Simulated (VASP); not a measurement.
The system is HgTe.

```
Hg Te
1.0
     3.01234   -3.48989    0.00000
     3.01234    3.48989    0.00000
     0.00000    0.00000    5.83656
Hg Te
2 2
Cartesian
  3.0123 -1.0955 1.4591
  3.0123 1.0955 4.3774
  3.0123 1.9879 1.4591
  3.0123 -1.9879 4.3774
```

Base run:

- Program: VASP 6.6.1
- Functional: PBE
- Potentials or basis: VASP PAW PBE potentials, release 64 (Hg, Te)
- Cutoff: 520 eV
- k mesh: 6 × 6 × 5
- Occupations: fermi-dirac, width 0.05 eV
- Spin: no spin polarisation

Its results: band gap on the k mesh zero (band 18 reaches 3.97 eV, above the bottom of band 19 at 2.02 eV); pressure -1.0 GPa; largest force 0.138 eV/Å.

**Question.** The run is repeated on the same cell with these changes: functional from PBE to r2SCAN. What comes out?

**Answer.** Band gap on the k mesh zero (band 18 reaches 3.78 eV, above the bottom of band 19 at 1.86 eV); pressure -2.1 GPa; largest force 0.225 eV/Å.

Caveats: spin-orbit coupling is left out, which moves the levels of the heavy elements; the PAW data sets were made with another functional, which shifts forces and pressure a little (some runs).
